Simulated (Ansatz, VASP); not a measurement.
## One calculation of Cs, two programs

File INCAR:

```
SYSTEM = Cs
ALGO = Normal
EDIFF = 1E-6
ENCUT = 520
GGA = CA
ISIF = 2
ISMEAR = -1
LASPH = .True.
LCHARG = .True.
LELF = .True.
LREAL = .False.
LVHAR = .True.
LWAVE = .False.
NBANDS = 10
NELM = 60
PREC = Accurate
SIGMA = 0.1
```

KPOINTS

```
k-points
0
Gamma
  8 8 8
  0 0 0
```

File POSCAR:

```
Cs
1.0
   -2.8840810378      2.8840810378      2.8840810378
    2.8840810378     -2.8840810378      2.8840810378
    2.8840810378      2.8840810378     -2.8840810378
Cs
1
Direct
    0.0000000000      0.0000000000      0.0000000000
```

Input for Ansatz:

```yaml
crystal:
  lattice:
    - [-2.8840810378, 2.8840810378, 2.8840810378]
    - [2.8840810378, -2.8840810378, 2.8840810378]
    - [2.8840810378, 2.8840810378, -2.8840810378]
  atoms:
    - { symbol: Cs, position: [0.0, 0.0, 0.0] }
hamiltonian:
  xc: lda
  pseudopotentials:
    kind: paw
    azcp:
      Cs: "pseudopotentials/Cs.paw.azcp"
basis:
  ecutwfc: 500
  fft_grid_basis: typed
kpoints:
  mp_grid: { grid: [8, 8, 8], shift: [0, 0, 0] }
magnetization:
  spin_polarized: false
scf:
  occupations: { method: fermi_dirac, width: 0.1 }
  lower_state_search: "off"
output:
  stress: true
```

Alike in both runs: task single point; functional LDA; k mesh 8 × 8 × 8; occupations fermi-dirac, width 0.1 eV; no spin polarisation.

|  | VASP | Ansatz |
| --- | --- | --- |
| version | VASP 6.6.1 | Ansatz 0.2.0 |
| potentials or method | VASP PAW LDA potentials, release 64 (Cs_sv), cutoff 520 eV | plane waves (500 eV) with PAW, scalar-relativistic |
| valence electrons in the cell | 9 | 9 |

|  | VASP | Ansatz | Ansatz less VASP |
| --- | --- | --- | --- |
| pressure (GPa) | 0.0 | 0.0 | +0.01 |

Ansatz warns that its potentials were made for another functional, while VASP's fit it. LDA's correlation is that of Perdew and Zunger in VASP and of Perdew and Wang (1992) in Ansatz.

Neither program's run includes spin-orbit coupling.
